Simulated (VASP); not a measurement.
# TiO2 (P1) in VASP: single point with PBE+D3(BJ)+U

Aim: the single point of TiO2 with PBE+D3(BJ)+U.

Everything below comes from runs of VASP 6.6.1. Logs are shortened: lines on timing, memory, paths and dates and some standing lists are left out, and cuts for length are marked.

**1. The cell of the first run**

The typed cell holds 6 atoms: a = 5.407 Å, b = 5.386 Å, c = 5.316 Å, α = 139.37°, β = 139.54°, γ = 60.64°.

**2. Single point, PBE+D3(BJ)+U, collinear spin, zero start**

Contents of INCAR:

```
PREC = Accurate
ENCUT = 520
EDIFF = 1E-6
ISMEAR = -1
SIGMA = 0.1
LREAL = F
LASPH = T
NELM = 150
ALGO = Normal
ISIF = 2
LWAVE = F
LCHARG = F
ISPIN = 2
MAGMOM = 0 0 0 0 0 0
LORBIT = 11
LMAXMIX = 4
LDAU = T
LDAUTYPE = 2
LDAUL = 2 -1
LDAUU = 5.9 0
LDAUJ = 0 0
LDAUPRINT = 1
GGA = PE
IVDW = 12
NBANDS = 37
```

Contents of KPOINTS:

```
Automatic mesh
0
Gamma
  5 5 7
```

Contents of POSCAR:

```
TiO2
1.0
   -1.9496293500      1.9178684700      4.6639315000
    1.9070689900     -1.9312556200      4.6523358400
    1.8060782200      1.7877044900     -4.6692525800
Ti O
2 4
Direct
    0.0001114200      0.9792546800      0.0086895300
    0.7888532400      0.2812495300      0.5236649000
    0.2093963000      0.1789344100      0.0156967500
    0.9371182300      0.4454874200      0.5240521000
    0.5891363000      0.0433202000      0.4964305600
    0.8257873300      0.7911881200      0.9972788800
```

Potentials or basis: VASP PAW PBE potentials, release 64 (Ti_sv, O).

The run is started by

```
cat potpaw_PBE.64/Ti_sv/POTCAR potpaw_PBE.64/O/POTCAR > POTCAR
mpirun -np 1 vasp_std > vasp.out
```

OUTCAR:

```text
PREC = Accurate
   ENCUT = 520
   EDIFF = 1E-6
   ISMEAR = -1
   LREAL = F
   LASPH = T
   NELM = 150
   ISIF = 2
   ISPIN = 2
   LORBIT = 11
   GGA = PE
   IVDW = 12
 IVDW          = 12

 ion  position               nearest neighbor table
   1  0.000  0.979  0.009-   6 1.64   4 1.84   3 1.87   5 1.98   4 2.02   5 2.03   2 2.66   2 2.76

   2  0.789  0.281  0.524-   4 1.45   6 1.79   5 1.91   6 1.99   3 1.99   3 2.06   1 2.66   1 2.76

   3  0.209  0.179  0.016-   1 1.87   2 1.99   2 2.06
   4  0.937  0.445  0.524-   2 1.45   1 1.84   1 2.02
   5  0.589  0.043  0.496-   2 1.91   1 1.98   1 2.03
   6  0.826  0.791  0.997-   1 1.64   2 1.79   2 1.99

  LATTYP: Found a triclinic cell.
 ALAT       =     3.7083562670
 B/A-ratio  =     1.3598659077
 C/A-ratio  =     1.4524429042
 COS(alpha) =     0.0064490090
 COS(beta)  =     0.3732341417
 COS(gamma) =     0.6784236799

  Lattice vectors:

 A1 = (  -0.1435511300,   3.7055729600,  -0.0053210800)
 A2 = (   3.5695960800,   3.5620218300,  -0.0222378200)
 A3 = (  -1.9070689900,   1.9312556200,  -4.6523358400)

Analysis of symmetry for initial positions (statically):
=====================================================================
 Subroutine PRICEL returns:
 Original cell was already a primitive cell.

 Routine SETGRP: Setting up the symmetry group for a
 triclinic supercell.

 Subroutine GETGRP returns: Found  1 space group operations
 (whereof  1 operations were pure point group operations)
 out of a pool of  2 trial point group operations.

The static configuration has the point symmetry C_1 .

Analysis of symmetry for dynamics (positions and initial velocities):
=====================================================================
 Subroutine PRICEL returns:
 Original cell was already a primitive cell.

 Routine SETGRP: Setting up the symmetry group for a
 triclinic supercell.

 Subroutine GETGRP returns: Found  1 space group operations
 (whereof  1 operations were pure point group operations)
 out of a pool of  2 trial point group operations.

The dynamic configuration has the point symmetry C_1 .

Analysis of structural, dynamic, and magnetic symmetry:
=====================================================================
 Subroutine PRICEL returns:
 Original cell was already a primitive cell.

 Routine SETGRP: Setting up the symmetry group for a
 triclinic supercell.

 Subroutine GETGRP returns: Found  1 space group operations
 (whereof  1 operations were pure point group operations)
 out of a pool of  2 trial point group operations.

The overall configuration has the point symmetry C_1 .

 Subroutine INISYM returns: Found  1 space group operations
 (whereof  1 operations are pure point group operations),
 and found     1 'primitive' translations

----------------------------------------------------------------------------------------

                                     Primitive cell

  volume of cell :      63.9953

  direct lattice vectors                    reciprocal lattice vectors
    -1.949629350  1.917868470  4.663931500     0.010946399  0.270442621  0.107777751
     1.907068990 -1.931255620  4.652335840     0.270218766  0.010624003  0.108588858
     1.806078220  1.787704490 -4.669252580     0.280173686  0.280719937  0.001683328

  length of vectors
     5.406619194  5.386175746  5.315987729     0.291333277  0.291414809  0.396615444

  position of ions in fractional coordinates (direct lattice)
     0.000111420  0.979254680  0.008689530
     0.788853240  0.281249530  0.523664900
     0.209396300  0.178934410  0.015696750
     0.937118230  0.445487420  0.524052100
     0.589136300  0.043320200  0.496430560
     0.825787330  0.791188120  0.997278880

  ion indices of the primitive-cell ions
   primitive index   ion index
                 1           1
                 2           2
                 3           3
                 4           4
                 5           5
                 6           6

----------------------------------------------------------------------------------------

[... 98 lines left out ...]
   GGA     = PE    functional components
   LHFCALC =     F    Hartree Fock is set to
   AEXX    =    0.0000 exact exchange contribution
   IVDW    =    12    specifies the selected vdW correction
   LEPSILON=     F    determine dielectric tensor
   LRPA    =     F    only Hartree local field effects (RPA)
 spin polarized calculation
  energy-cutoff  :      520.00
  volume of cell :       64.00
 maximum number of plane-waves:      1740
   NGX = 21   NGY = 19   NGZ = 19

 number of electron      48.0000001 magnetization      -0.0000000

atom =   1  type =  1  l = 2

 onsite density matrix

spin component  1

  0.0714 -0.0020  0.0055 -0.0012  0.0006
 -0.0020  0.1562  0.0036 -0.0003  0.0072
  0.0055  0.0036  0.3739  0.0005  0.0025
 -0.0012 -0.0003  0.0005  0.1281  0.0111
  0.0006  0.0072  0.0025  0.0111  0.2156

spin component  2

  0.0714 -0.0020  0.0055 -0.0012  0.0006
 -0.0020  0.1562  0.0036 -0.0003  0.0072
  0.0055  0.0036  0.3739  0.0005  0.0025
 -0.0012 -0.0003  0.0005  0.1281  0.0111
  0.0006  0.0072  0.0025  0.0111  0.2156

 occupancies and eigenvectors

  o =  0.0712  v =  0.0000  0.0000  0.0000  0.0000  0.0000  0.9993  0.0249 -0.0184  0.0221 -0.0070      0.0000  0.0000  0.0000  0.0000  0.0000  0.0000  0.0000  0.0000  0.0000  0.0000
  o =  0.0712  v =  0.9993  0.0249 -0.0184  0.0221 -0.0070  0.0000  0.0000  0.0000  0.0000  0.0000      0.0000  0.0000  0.0000  0.0000  0.0000  0.0000  0.0000  0.0000  0.0000  0.0000
  o =  0.1267  v =  0.0238 -0.0401  0.0009 -0.9908  0.1269  0.0000  0.0000  0.0000  0.0000  0.0000      0.0000  0.0000  0.0000  0.0000  0.0000  0.0000  0.0000  0.0000  0.0000  0.0000
  o =  0.1267  v =  0.0000  0.0000  0.0000  0.0000  0.0000  0.0238 -0.0401  0.0009 -0.9908  0.1269      0.0000  0.0000  0.0000  0.0000  0.0000  0.0000  0.0000  0.0000  0.0000  0.0000
  o =  0.1554  v = -0.0245  0.9922 -0.0146 -0.0546 -0.1082  0.0000  0.0000  0.0000  0.0000  0.0000      0.0000  0.0000  0.0000  0.0000  0.0000  0.0000  0.0000  0.0000  0.0000  0.0000
  o =  0.1554  v =  0.0000  0.0000  0.0000  0.0000  0.0000 -0.0245  0.9922 -0.0146 -0.0546 -0.1082      0.0000  0.0000  0.0000  0.0000  0.0000  0.0000  0.0000  0.0000  0.0000  0.0000
  o =  0.2177  v = -0.0011 -0.1140  0.0190 -0.1217 -0.9858  0.0000  0.0000  0.0000  0.0000  0.0000      0.0000  0.0000  0.0000  0.0000  0.0000  0.0000  0.0000  0.0000  0.0000  0.0000
  o =  0.2177  v =  0.0000  0.0000  0.0000  0.0000  0.0000 -0.0011 -0.1140  0.0190 -0.1217 -0.9858      0.0000  0.0000  0.0000  0.0000  0.0000  0.0000  0.0000  0.0000  0.0000  0.0000
  o =  0.3741  v = -0.0180 -0.0171 -0.9995 -0.0028 -0.0170  0.0000  0.0000  0.0000  0.0000  0.0000      0.0000  0.0000  0.0000  0.0000  0.0000  0.0000  0.0000  0.0000  0.0000  0.0000
  o =  0.3741  v =  0.0000  0.0000  0.0000  0.0000  0.0000 -0.0180 -0.0171 -0.9995 -0.0028 -0.0170      0.0000  0.0000  0.0000  0.0000  0.0000  0.0000  0.0000  0.0000  0.0000  0.0000

atom =   2  type =  1  l = 2

 onsite density matrix

spin component  1

  0.0693  0.0042  0.0052 -0.0011 -0.0018
  0.0042  0.1943 -0.0133 -0.0001 -0.0063
  0.0052 -0.0133  0.4991  0.0052 -0.0168
 -0.0011 -0.0001  0.0052  0.1476  0.0072
 -0.0018 -0.0063 -0.0168  0.0072  0.2195

spin component  2

  0.0693  0.0042  0.0052 -0.0011 -0.0018
  0.0042  0.1943 -0.0133 -0.0001 -0.0063
  0.0052 -0.0133  0.4991  0.0052 -0.0168
 -0.0011 -0.0001  0.0052  0.1476  0.0072
 -0.0018 -0.0063 -0.0168  0.0072  0.2195

 occupancies and eigenvectors

  o =  0.0691  v =  0.0000  0.0000  0.0000  0.0000  0.0000  0.9992 -0.0344 -0.0131  0.0137  0.0084      0.0000  0.0000  0.0000  0.0000  0.0000  0.0000  0.0000  0.0000  0.0000  0.0000
  o =  0.0691  v =  0.9992 -0.0344 -0.0131  0.0137  0.0084  0.0000  0.0000  0.0000  0.0000  0.0000      0.0000  0.0000  0.0000  0.0000  0.0000  0.0000  0.0000  0.0000  0.0000  0.0000
  o =  0.1468  v =  0.0135  0.0155  0.0202 -0.9940  0.1051  0.0000  0.0000  0.0000  0.0000  0.0000      0.0000  0.0000  0.0000  0.0000  0.0000  0.0000  0.0000  0.0000  0.0000  0.0000
  o =  0.1468  v =  0.0000  0.0000  0.0000  0.0000  0.0000  0.0135  0.0155  0.0202 -0.9940  0.1052      0.0000  0.0000  0.0000  0.0000  0.0000  0.0000  0.0000  0.0000  0.0000  0.0000
  o =  0.1921  v =  0.0313  0.9661  0.0542  0.0427  0.2469  0.0000  0.0000  0.0000  0.0000  0.0000      0.0000  0.0000  0.0000  0.0000  0.0000  0.0000  0.0000  0.0000  0.0000  0.0000
  o =  0.1921  v =  0.0000  0.0000  0.0000  0.0000  0.0000  0.0313  0.9661  0.0542  0.0427  0.2469      0.0000  0.0000  0.0000  0.0000  0.0000  0.0000  0.0000  0.0000  0.0000  0.0000
  o =  0.2211  v =  0.0000  0.0000  0.0000  0.0000  0.0000 -0.0175 -0.2521  0.0447  0.0984  0.9615      0.0000  0.0000  0.0000  0.0000  0.0000  0.0000  0.0000  0.0000  0.0000  0.0000
  o =  0.2211  v = -0.0175 -0.2521  0.0447  0.0984  0.9615  0.0000  0.0000  0.0000  0.0000  0.0000      0.0000  0.0000  0.0000  0.0000  0.0000  0.0000  0.0000  0.0000  0.0000  0.0000
  o =  0.5008  v =  0.0000  0.0000  0.0000  0.0000  0.0000  0.0119 -0.0420  0.9972  0.0136 -0.0585      0.0000  0.0000  0.0000  0.0000  0.0000  0.0000  0.0000  0.0000  0.0000  0.0000
  o =  0.5008  v =  0.0119 -0.0420  0.9972  0.0136 -0.0585  0.0000  0.0000  0.0000  0.0000  0.0000      0.0000  0.0000  0.0000  0.0000  0.0000  0.0000  0.0000  0.0000  0.0000  0.0000

 number of electron      48.0000001 magnetization       0.0000000

 Free energy of the ion-electron system (eV)
  ---------------------------------------------------
  ext. energy  EPLUGINS =         0.00000000
  ---------------------------------------------------
  free energy    TOTEN  =       -37.67675560 eV

  energy without entropy =      -37.67675409  energy(sigma->0) =      -37.67675485

 E-fermi :   6.7361     XC(G=0): -10.9158

 val. band max:        5.5390145083   @ k =  -0.4000  -0.4000   0.4286
 cond. band min:       7.8503373079   @ k =   0.0000   0.0000   0.0000
 fundamental gap:      2.3113227996
 Fermi energy:         6.7360964101

 spin component 1

 k-point     1 :       0.0000    0.0000    0.0000
  band No.  band energies     occupation
      1     -52.8353      1.00000
      2     -52.2668      1.00000
      3     -30.0783      1.00000
      4     -29.2878      1.00000
      5     -29.2253      1.00000
      6     -28.8399      1.00000
[... 1865 lines left out ...]
     35      14.7213      0.00000
     36      15.0821      0.00000

 [... further k-points ...]

 [bands above 36 left out]

------------------------ aborting loop because EDIFF is reached ----------------------------------------

 Edisp (eV)   -1.44538

 E8    (eV) :    -0.5753

  FORCE on cell =-STRESS in cart. coord.  units (eV):
  Direction    XX          YY          ZZ          XY          YZ          ZX
  --------------------------------------------------------------------------------------
  -------------------------------------------------------------------------------------
  Total      25.33500     3.83727    65.96856     0.24076    -0.66786     1.77043
  in kB     634.28296    96.06926  1651.57838     6.02766   -16.72049    44.32423
  external pressure =      793.98 kB  Pullay stress =        0.00 kB

 VOLUME and BASIS-vectors are now :
 -----------------------------------------------------------------------------
  energy-cutoff  :      520.00
  volume of cell :       64.00
      direct lattice vectors                 reciprocal lattice vectors
    -1.949629350  1.917868470  4.663931500     0.010946399  0.270442621  0.107777751
     1.907068990 -1.931255620  4.652335840     0.270218766  0.010624003  0.108588858
     1.806078220  1.787704490 -4.669252580     0.280173686  0.280719937  0.001683328

 POSITION                                       TOTAL-FORCE (eV/Angst)
 -----------------------------------------------------------------------------------
      1.88298     -1.87544      4.51577         2.004075     -0.009169     11.637562
     -0.05583      1.90591      2.54250        -2.971596      0.821521    -26.003488
     -0.03866      0.08409      1.73578         0.166053     -0.285318      5.728255
     -0.03098      1.87377      3.99628        -3.556750     -0.461388     25.165841
     -0.16939      1.93369      0.63127         0.023740     -0.163978     -6.603272
      1.70003      1.83860      2.87574         4.334478      0.098333     -9.924897
 -----------------------------------------------------------------------------------
    total drift:                               -0.000156      0.000121     -0.000474

  FREE ENERGIE OF THE ION-ELECTRON SYSTEM (eV)
  ---------------------------------------------------
  free  energy   TOTEN  =       -39.1221338531 eV

  energy  without entropy=      -39.1221323381  energy(sigma->0) =      -39.12213310

 total charge

# of ion       s       p       d       tot
------------------------------------------
    1        2.275   6.436   1.853  10.564
    2        2.334   6.560   2.209  11.103
    3        1.577   3.537   0.000   5.114
    4        1.628   3.771   0.000   5.399
    5        1.580   3.523   0.000   5.104
    6        1.602   3.696   0.000   5.298
--------------------------------------------------
tot         10.996  27.523   4.062  42.581

 magnetization (x)

# of ion       s       p       d       tot
------------------------------------------
    1       -0.000   0.000  -0.000  -0.000
    2       -0.000   0.000  -0.000  -0.000
    3        0.000   0.000   0.000   0.000
    4        0.000   0.000   0.000   0.000
    5        0.000   0.000   0.000   0.000
    6       -0.000   0.000   0.000   0.000
--------------------------------------------------
tot         -0.000   0.000  -0.000   0.000
```

Run time: 9.1 min. Hardware: 1 thread of Intel Xeon Platinum 8488C (Sapphire Rapids), shared host; peak memory 0.49 GiB.

Results:

| Property | Result |
| --- | --- |
| Free energy | -39.1221 eV |
| Pressure | 79.4 GPa |
| Largest force | 26.186 eV/Å |
| Band gap on the k mesh | 2.31 eV (least direct gap 2.47 eV) |
| Net moment | 0.00 μB per cell |
| Valence electrons inside the program's atomic spheres | Ti 10.56, 11.10; O 5.11, 5.40, 5.10, 5.30 |
| Dispersion energy per atom | -0.241 eV |

Forces in eV/Å, atoms in the order of the input:
```
Ti    2.004  -0.009  11.638
Ti   -2.972   0.822 -26.003
O     0.166  -0.285   5.728
O    -3.557  -0.461  25.166
O     0.024  -0.164  -6.603
O     4.334   0.098  -9.925
```

Eigenvalues of the final occupation matrices:
```tsv
site	spin	trace	eigenvalues
site 1 d	1	0.95	0.07 0.13 0.16 0.22 0.37
site 1 d	2	0.95	0.07 0.13 0.16 0.22 0.37
site 2 d	1	1.13	0.07 0.15 0.19 0.22 0.50
site 2 d	2	1.13	0.07 0.15 0.19 0.22 0.50
```

Caveat: three body term missing; atoms lie so close that the PAW spheres overlap strongly, which falsifies energies and pressures; the cell stands under pressure; an odd mesh through Γ misses points on the zone boundary, where band edges can lie; forces of over 1 eV/Å act on the atoms, so gaps and moduli don't describe the material at rest.
